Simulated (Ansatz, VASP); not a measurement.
# Two plane-wave programs on In

POSCAR

```
In
1.0
   -1.8825252400      1.8825252400      1.8825252400
    1.8825252400     -1.8825252400      1.8825252400
    1.8825252400      1.8825252400     -1.8825252400
In
1
Direct
    0.0000000000      0.0000000000      0.0000000000
```

INCAR.step1

```
PREC = Accurate ; ENCUT = 520
EDIFF = 1E-5 ; ISMEAR = 1
SIGMA = 0.05 ; LREAL = False
LASPH = True ; NELM = 100
ALGO = Normal ; ISIF = 2
LWAVE = True ; LCHARG = False
GGA = PE ; NBANDS = 12
```

The input INCAR.step2:

```
PREC = Accurate ; ENCUT = 520
EDIFF = 1E-6 ; ISMEAR = 1
SIGMA = 0.05 ; LREAL = False
LASPH = True ; NELM = 100
ALGO = Normal ; ISIF = 2
LWAVE = False ; LCHARG = False
GGA = PE ; LHFCALC = True
HFSCREEN = 0.2079 ; PRECFOCK = Normal
ISTART = 1 ; NBANDS = 12
```

KPOINTS

```
regular mesh
0
Gamma
  7 7 7
```

File input.yaml:

```yaml
crystal:
  lattice:
    - [-1.88252524, 1.88252524, 1.88252524]
    - [1.88252524, -1.88252524, 1.88252524]
    - [1.88252524, 1.88252524, -1.88252524]
  atoms:
    - { symbol: In, position: [0.0, 0.0, 0.0] }
hamiltonian:
  xc: hse06
  pseudopotentials: { kind: paw }
kpoints:
  mp_grid: { grid: [7, 7, 7] }
scf:
  occupations: { method: methfessel_paxton, width: 0.05 }
  n_extra_bands: 6
  eigensolver: { kind: davidson }
output:
  forces: true
  stress: true
  eigenvalues: true
  dos: { projected: false, de: 0.05 }
```

Alike in both runs: functional HSE06; k mesh 7 × 7 × 7; occupations methfessel-paxton of order 1, width 0.05 eV; no spin polarisation.

```csv
,VASP,Ansatz
version,VASP 6.6.1,Ansatz 0.2.0
potentials or method,"VASP PAW PBE potentials, release 64 (In_d)",Ansatz PAW
plane-wave cutoff (eV),520,420
valence electrons in the cell,13,13
task,single point,density of states
```

```tsv
	VASP	Ansatz	Ansatz less VASP
gap on the k mesh at the Fermi level (eV)	none	none	-
pressure (GPa)	-0.1	0.3	+0.40
```

A gap of «none» marks a metal or a gap that the smearing closes. With one functional, cell and mesh, what is left measures potentials, basis and numerics.
